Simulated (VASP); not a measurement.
# YCu2Sb3 (P6/mmm) in VASP: further runs

The runs below take YCu2Sb3 through single point, with PBE.

All numbers are computed with VASP 6.6.1; they aren't measurements. Logs are shortened: lines on timing, memory, paths and dates and some standing lists are left out, and cuts for length are marked.

### Step 1. The cell of the first run

Symmetry: P6/mmm, No. 191, hexagonal system. Conventional cell: a = 6.242 Å, b = 6.242 Å, c = 3.618 Å, α = 90.00°, β = 90.00°, γ = 120.00°. Y (site symmetry 6/mmm) has 6 Cu at 3.60 Å and 12 Sb at 3.61 Å and 2 Y at 3.62 Å within 4.7 Å. Within 3.4 Å of Cu (site symmetry -6m2) lie 6 Sb at 2.55 Å. Within 3.4 Å of Sb (site symmetry mmm) lie 4 Cu at 2.55 Å and 4 Sb at 3.12 Å.

The cell was generated, and may not be a known phase.

### Step 2. Single point, PBE

Contents of INCAR:

```
SYSTEM = YCu2Sb3
ALGO     = Normal         ! electronic algorithm
EDIFF    = 1E-6           ! SCF threshold, eV
ENCUT    = 520            ! plane-wave cutoff, eV
GGA      = PE             ! functional
ISIF     = 2              ! what is computed and relaxed
ISMEAR   = 0              ! smearing method
LASPH    = .True.         ! aspherical terms in the spheres
LCHARG   = .False.        ! write CHGCAR
LREAL    = .False.        ! projectors in reciprocal space
LWAVE    = .False.        ! write WAVECAR
NBANDS   = 33             ! bands
NELM     = 100            ! most SCF steps
PREC     = Accurate       ! precision mode
SIGMA    = 0.1            ! smearing width, eV
```

Contents of KPOINTS:

```
k-points
0
Gamma
  3 3 6
  0 0 0
```

Contents of POSCAR:

```
YCu2Sb3
1.0
    6.2416122400      0.0000000000      0.0000000000
   -3.1208061200      5.4053947600      0.0000000000
    0.0000000000      0.0000000000      3.6177620100
Y Cu Sb
1 2 3
Direct
    0.0000000000      0.0000000000      0.0000000000
    0.3333333300      0.6666666700      0.0000000000
    0.6666666700      0.3333333300      0.0000000000
    0.5000000000      0.0000000000      0.5000000000
    0.5000000000      0.5000000000      0.5000000000
    0.0000000000      0.5000000000      0.5000000000
```

Potentials or basis: VASP PAW PBE potentials, release 64 (Y_sv, Cu, Sb).

On the command line:

```sh
$ cat potpaw_PBE.64/Y_sv/POTCAR potpaw_PBE.64/Cu/POTCAR potpaw_PBE.64/Sb/POTCAR > POTCAR
$ mpirun -np 1 vasp_std > vasp.out
```

OUTCAR:

```text
SYSTEM = YCu2Sb3
   EDIFF = 1E-6
   ENCUT = 520
   GGA = PE
   ISIF = 2
   ISMEAR = 0
   LASPH = .True.
   LREAL = .False.
   NELM = 100
   PREC = Accurate

 ion  position               nearest neighbor table
   1  0.000  0.000  0.000-   5 3.61   6 3.61   5 3.61   6 3.61   6 3.61   6 3.61   5 3.61   5 3.61
                             4 3.61   4 3.61   4 3.61   4 3.61
   2  0.333  0.667  0.000-   4 2.55   4 2.55   6 2.55   6 2.55   5 2.55   5 2.55
   3  0.667  0.333  0.000-   4 2.55   4 2.55   6 2.55   6 2.55   5 2.55   5 2.55
   4  0.500  0.000  0.500-   2 2.55   3 2.55   2 2.55   3 2.55   5 3.12   6 3.12   5 3.12   6 3.12
                             1 3.61   1 3.61   1 3.61   1 3.61
   5  0.500  0.500  0.500-   2 2.55   3 2.55   2 2.55   3 2.55   4 3.12   4 3.12   6 3.12   6 3.12
                             1 3.61   1 3.61   1 3.61   1 3.61
   6  0.000  0.500  0.500-   2 2.55   3 2.55   2 2.55   3 2.55   4 3.12   4 3.12   5 3.12   5 3.12
                             1 3.61   1 3.61   1 3.61   1 3.61

  LATTYP: Found a hexagonal cell.
 ALAT       =     6.2416122400
 C/A-ratio  =     0.5796197955

  Lattice vectors:

 A1 = (   6.2416122400,   0.0000000000,   0.0000000000)
 A2 = (  -3.1208061200,   5.4053947600,   0.0000000000)
 A3 = (   0.0000000000,   0.0000000000,   3.6177620100)

Analysis of symmetry for initial positions (statically):
=====================================================================
 Subroutine PRICEL returns:
 Original cell was already a primitive cell.

 Routine SETGRP: Setting up the symmetry group for a
 hexagonal supercell.

 Subroutine GETGRP returns: Found 24 space group operations
 (whereof 24 operations were pure point group operations)
 out of a pool of 24 trial point group operations.

The static configuration has the point symmetry D_6h.

Analysis of symmetry for dynamics (positions and initial velocities):
=====================================================================
 Subroutine PRICEL returns:
 Original cell was already a primitive cell.

 Routine SETGRP: Setting up the symmetry group for a
 hexagonal supercell.

 Subroutine GETGRP returns: Found 24 space group operations
 (whereof 24 operations were pure point group operations)
 out of a pool of 24 trial point group operations.

The dynamic configuration has the point symmetry D_6h.

 Subroutine INISYM returns: Found 24 space group operations
 (whereof 24 operations are pure point group operations),
 and found     1 'primitive' translations

----------------------------------------------------------------------------------------

                                     Primitive cell

  volume of cell :     122.0574

  direct lattice vectors                    reciprocal lattice vectors
     6.241612240  0.000000000  0.000000000     0.160215015  0.092500182  0.000000000
    -3.120806120  5.405394760  0.000000000     0.000000000  0.185000364  0.000000000
     0.000000000  0.000000000  3.617762010     0.000000000  0.000000000  0.276413981

  length of vectors
     6.241612240  6.241612240  3.617762010     0.185000364  0.185000364  0.276413981

  position of ions in fractional coordinates (direct lattice)
     0.000000000  0.000000000  0.000000000
     0.333333330  0.666666670  0.000000000
     0.666666670  0.333333330  0.000000000
     0.500000000  0.000000000  0.500000000
     0.500000000  0.500000000  0.500000000
     0.000000000  0.500000000  0.500000000

  ion indices of the primitive-cell ions
   primitive index   ion index
                 1           1
                 2           2
                 3           3
                 4           4
                 5           5
                 6           6

----------------------------------------------------------------------------------------

 KPOINTS: k-points

Automatic generation of k-mesh.
 Grid dimensions read from file:
 generate k-points for:    3    3    6

 Generating k-lattice:

  Cartesian coordinates                     Fractional coordinates (reciprocal lattice)
     0.053405005  0.030833394  0.000000000     0.333333333  0.000000000  0.000000000
     0.000000000  0.061666788  0.000000000     0.000000000  0.333333333  0.000000000
     0.000000000  0.000000000  0.046068997     0.000000000  0.000000000  0.166666667

  Length of vectors
     0.061666788  0.061666788  0.046068997

  Shift w.r.t. Gamma in fractional coordinates (k-lattice)
     0.000000000  0.000000000  0.000000000

 Subroutine IBZKPT returns following result:
 ===========================================

 Found     12 irreducible k-points:

 Following reciprocal coordinates:
            Coordinates               Weight
  0.000000  0.000000  0.000000      1.000000
  0.333333  0.000000  0.000000      6.000000
  0.333333  0.333333  0.000000      2.000000
  0.000000  0.000000  0.166667      2.000000
  0.333333  0.000000  0.166667     12.000000
  0.333333  0.333333  0.166667      4.000000
  0.000000  0.000000  0.333333      2.000000
  0.333333  0.000000  0.333333     12.000000
  0.333333  0.333333  0.333333      4.000000
  0.000000  0.000000  0.500000      1.000000
  0.333333  0.000000  0.500000      6.000000
  0.333333  0.333333  0.500000      2.000000
   k-points           NKPTS =     12   k-points in BZ     NKDIM =     12   number of bands    NBANDS=     33
   number of dos      NEDOS =    301   number of ions     NIONS =      6
   total plane-waves  NPLWV =  64512
   dimension x,y,z NGX =    48 NGY =   48 NGZ =   28
   dimension x,y,z NGXF=    96 NGYF=   96 NGZF=   56
   ions per type =               1   2   3
   NGX,Y,Z   is equivalent  to a cutoff of  12.78, 12.78, 12.87 a.u.
   NGXF,Y,Z  is equivalent  to a cutoff of  25.57, 25.57, 25.73 a.u.
 SYSTEM =  YCu2Sb3
   PREC   = accura    normal or accurate (medium, high low for compatibility)
   ISTART =      0    job   : 0-new  1-cont  2-samecut
   ICHARG =      2    charge: 1-file 2-atom 10-const
   ISPIN  =      1    spin polarized calculation?
   LNONCOLLINEAR =      F non collinear calculations
   LSORBIT =      F    spin-orbit coupling
   LASPH  =      T    aspherical Exc in radial PAW
   ENCUT  =  520.0 eV  38.22 Ry    6.18 a.u.  11.61 11.61  6.73*2*pi/ulx,y,z
   NELM   =    100;   NELMIN=  2; NELMDL= -5     # of ELM steps
   EDIFF  = 0.1E-05   stopping-criterion for ELM
   LREAL  =      F    real-space projection
   EDIFFG = 0.1E-04   stopping-criterion for IOM
   NSW    =      0    number of steps for IOM
   IBRION =     -1    ionic relax: 0-MD 1-quasi-New 2-CG
   NFREE  =      0    steps in history (QN), initial steepest desc. (CG)
   ISIF   =      2    stress and relaxation
   ISYM   =      2    0-nonsym 1-usesym 2-fastsym
   POTIM  = 0.5000    time-step for ionic-motion
   TEBEG  =    0.0;   TEEND  =   0.0 temperature during run
   PSTRESS=    0.0 pullay stress
   NELECT =      48.0000    total number of electrons
   NUPDOWN=      -1.0000    fix difference up-down
   EMIN   =  10.00;   EMAX   =-10.00  energy-range for DOS
   EFERMI =   0.00;   METHOD = LEGACY
   ISMEAR =     0;   SIGMA  =   0.10  broadening in eV -4-tet -1-fermi 0-gaus
   EFERMI_NEDOS =   21; number of points for ismear=-14 and -15
   IALGO  =     38    algorithm
   IMIX   =      4    mixing-type and parameters
     AMIX     =   0.40;   BMIX     =  1.00
     AMIX_MAG =   1.60;   BMIX_MAG =  1.00
  volume/ion in A,a.u.               =      20.34       137.28
  Fermi-wavevector in a.u.,A,eV,Ry     =   1.199409  2.266554 19.573084  1.438581
  Thomas-Fermi vector in A             =   2.335272
   LORBIT       =      0    0 simple, 1 ext, 2 COOP (PROOUT), +10 PAW based schemes
   GGA     = PE    functional components
   LHFCALC =     F    Hartree Fock is set to
   AEXX    =    0.0000 exact exchange contribution
   IVDW    =     0    specifies the selected vdW correction
   LEPSILON=     F    determine dielectric tensor
   LRPA    =     F    only Hartree local field effects (RPA)
 non-spin polarized calculation
 Gauss-broadening in eV      SIGMA  =   0.10
  energy-cutoff  :      520.00
  volume of cell :      122.06
 maximum number of plane-waves:      3308
 NGX is ok and might be reduce to    48
   NGX = 23   NGY = 23   NGZ = 13

 number of electron      47.9999977 magnetization

 Free energy of the ion-electron system (eV)
  ---------------------------------------------------
  ext. energy  EPLUGINS =         0.00000000
  ---------------------------------------------------
  free energy    TOTEN  =       -24.80358468 eV

  energy without entropy =      -24.78730937  energy(sigma->0) =      -24.79544703

 E-fermi :   8.8551     XC(G=0): -10.9314

 val. band max:        8.7794707650   @ k =   0.3333   0.0000   0.3333
 cond. band min:       8.8960944279   @ k =   0.3333   0.3333   0.0000
 fundamental gap:      0.1166236629
 Fermi energy:         8.8551205149

 k-point     1 :       0.0000    0.0000    0.0000
  band No.  band energies     occupation
      1     -34.7109      2.00000
      2     -14.7159      2.00000
      3     -14.7159      2.00000
      4     -14.4657      2.00000
      5      -4.6409      2.00000
      6      -0.7976      2.00000
[... 25 lines left out ...]
     32      11.8154      0.00000
     33      12.3439      0.00000

 k-point     2 :       0.3333    0.0000    0.0000
  band No.  band energies     occupation
      1     -34.7108      2.00000
      2     -14.7181      2.00000
      3     -14.7164      2.00000
      4     -14.4655      2.00000
      5      -4.1686      2.00000
      6      -2.4869      2.00000
[... 25 lines left out ...]
     32      12.5080      0.00000
     33      12.9013      0.00000
[... 322 lines left out ...]
     32      12.7011      0.00000
     33      13.1140      0.00000

 k-point    12 :       0.3333    0.3333    0.5000
  band No.  band energies     occupation
      1     -34.6923      2.00000
      2     -14.7315      2.00000
      3     -14.6853      2.00000
      4     -14.6853      2.00000
      5      -2.0416      2.00000
      6      -2.0416      2.00000
[... 25 lines left out ...]
     32      11.8905      0.00000
     33      11.8905      0.00000

------------------------ aborting loop because EDIFF is reached ----------------------------------------

  FORCE on cell =-STRESS in cart. coord.  units (eV):
  Direction    XX          YY          ZZ          XY          YZ          ZX
  --------------------------------------------------------------------------------------
  -------------------------------------------------------------------------------------
  Total       10.3943639     10.3943639     15.2861097      0.0000000     -0.0000000      0.0000000
  in kB      136.4408151    136.4408151    200.6519386      0.0000000     -0.0000000      0.0000000
  external PRESSURE =     157.8445230 kB  Pullay stress =       0.0000000 kB

 VOLUME and BASIS-vectors are now :
 -----------------------------------------------------------------------------
  energy-cutoff  :      520.00
  volume of cell :      122.06
      direct lattice vectors                 reciprocal lattice vectors
     6.241612240  0.000000000  0.000000000     0.160215015  0.092500182  0.000000000
    -3.120806120  5.405394760  0.000000000     0.000000000  0.185000364  0.000000000
     0.000000000  0.000000000  3.617762010     0.000000000  0.000000000  0.276413981

 POSITION                                       TOTAL-FORCE (eV/Angst)
 -----------------------------------------------------------------------------------
      0.00000      0.00000      0.00000         0.000000      0.000000     -0.000000
     -0.00000      3.60360      0.00000         0.000000      0.000000      0.000000
      3.12081      1.80180      0.00000        -0.000000      0.000000     -0.000000
      3.12081      0.00000      1.80888         0.000000      0.000000     -0.000000
      1.56040      2.70270      1.80888         0.000000      0.000000     -0.000000
     -1.56040      2.70270      1.80888         0.000000      0.000000     -0.000000
 -----------------------------------------------------------------------------------
    total drift:                               -0.000000      0.000000     -0.000000

  FREE ENERGIE OF THE ION-ELECTRON SYSTEM (eV)
  ---------------------------------------------------
  free  energy   TOTEN  =       -24.8035846794 eV

  energy  without entropy=      -24.7873093733  energy(sigma->0) =      -24.79544703
```

Run time: 47 s. Hardware: 1 thread of Intel Xeon Platinum 8559C (Emerald Rapids), shared host; peak memory 0.26 GiB.

Results:

| Quantity | Value |
| --- | --- |
| Free energy | -24.8036 eV |
| Pressure | 15.8 GPa |
| Band gap on the k mesh | zero (bands 24 and 25 overlap by 2.14 eV) |

Stress tensor (GPa, compression positive):
```
13.64  0.00  0.00
 0.00 13.64  0.00
 0.00  0.00 20.07
```

Caveat: the k points lie up to 0.39 Å⁻¹ apart, too coarse for converged energies and pressures of a metal; spin-orbit coupling is left out, which moves the levels of the heavy elements.

### Step 3. Single point, PBE

This run uses another cell than the first one, of 23.70 Å³/atom.

Contents of INCAR:

```
SYSTEM = YCu2Sb3
PREC = Accurate
ENCUT = 520
EDIFF = 1E-6
ISMEAR = 0
SIGMA = 0.1
LREAL = .False.
LASPH = .True.
NELM = 80
ALGO = Normal
ISIF = 2
LWAVE = .False.
LCHARG = .False.
GGA = PE
NBANDS = 33
```

Contents of KPOINTS:

```
regular mesh
0
Gamma
  9 9 10
  0 0 0
```

Contents of POSCAR:

```
YCu2Sb3
1.0
    6.4121974669      0.0000000000      0.0000000000
   -3.2060987334      5.5531259004      0.0000000000
    0.0000000000      0.0000000000      3.9940246439
Y Cu Sb
1 2 3
Direct
    0.0000000000      0.0000000000      0.0000000000
    0.3333333333      0.6666666667      0.0000000000
    0.6666666667      0.3333333333      0.0000000000
    0.5000000000      0.0000000000      0.5000000000
    0.5000000000      0.5000000000      0.5000000000
    0.0000000000      0.5000000000      0.5000000000
```

Potentials or basis: VASP PAW PBE potentials, release 64 (Y_sv, Cu, Sb).

On the command line:

```sh
$ cat potpaw_PBE.64/Y_sv/POTCAR potpaw_PBE.64/Cu/POTCAR potpaw_PBE.64/Sb/POTCAR > POTCAR
$ mpirun -np 1 vasp_std > vasp.out
```

It took 4.2 min on 1 thread of Intel Xeon Platinum 8559C (Emerald Rapids), shared host; peak memory 0.49 GiB.

It converged, with:

- Free energy: -26.1945 eV
- Pressure: 0.0 GPa
- Band gap on the k mesh: zero (bands 24 and 25 overlap by 1.90 eV)

Stress tensor (GPa, compression positive):
```
0.00 0.00 0.00
0.00 0.00 0.00
0.00 0.00 0.07
```

Levels at points of the mesh, in eV from the Fermi level:
```csv
k point,band 22,band 23,band 24,band 25,band 26,band 27
"(0.00, 0.00, 0.00)",-1.46,0.56,1.31,1.31,1.68,1.68
"(0.00, 0.00, 0.50)",-2.53,-2.53,-1.42,1.12,1.44,1.44
```

Caveat: spin-orbit coupling is left out, which moves the levels of the heavy elements.

### Step 4. Single point, PBE

This run uses another cell than the first one, of 23.70 Å³/atom.

Contents of INCAR:

```
PREC = Accurate ; ENCUT = 520
EDIFF = 1E-7 ; ISMEAR = 0
SIGMA = 0.1 ; LREAL = False
LASPH = True ; NELM = 60
ALGO = Normal ; ISIF = 2
LWAVE = False ; LCHARG = False
GGA = PE ; NBANDS = 33
```

Contents of KPOINTS:

```
regular mesh
0
Gamma
  9 9 10
```

POSCAR is that of step 3.

On the command line:

```sh
$ cat potpaw_PBE.64/Y_sv/POTCAR potpaw_PBE.64/Cu/POTCAR potpaw_PBE.64/Sb/POTCAR > POTCAR
$ mpirun -np 1 vasp_std > vasp.out
```

It took 4.3 min on 1 thread of Intel Xeon Platinum 8559C (Emerald Rapids), shared host; peak memory 0.49 GiB.

Results (log left out):

```
Free energy            : -26.1945 eV
Pressure               : 0.0 GPa
Band gap on the k mesh : zero (bands 24 and 25 overlap by 1.90 eV)
```

Levels at points of the mesh, in eV from the Fermi level:
```csv
k point,band 22,band 23,band 24,band 25,band 26,band 27
"(0.00, 0.00, 0.00)",-1.46,0.56,1.31,1.31,1.68,1.68
"(0.00, 0.00, 0.50)",-2.53,-2.53,-1.42,1.12,1.44,1.44
```

Caveat: spin-orbit coupling is left out, which moves the levels of the heavy elements.

The gap in the log of VASP goes by the Fermi energy; the results here count the filled bands.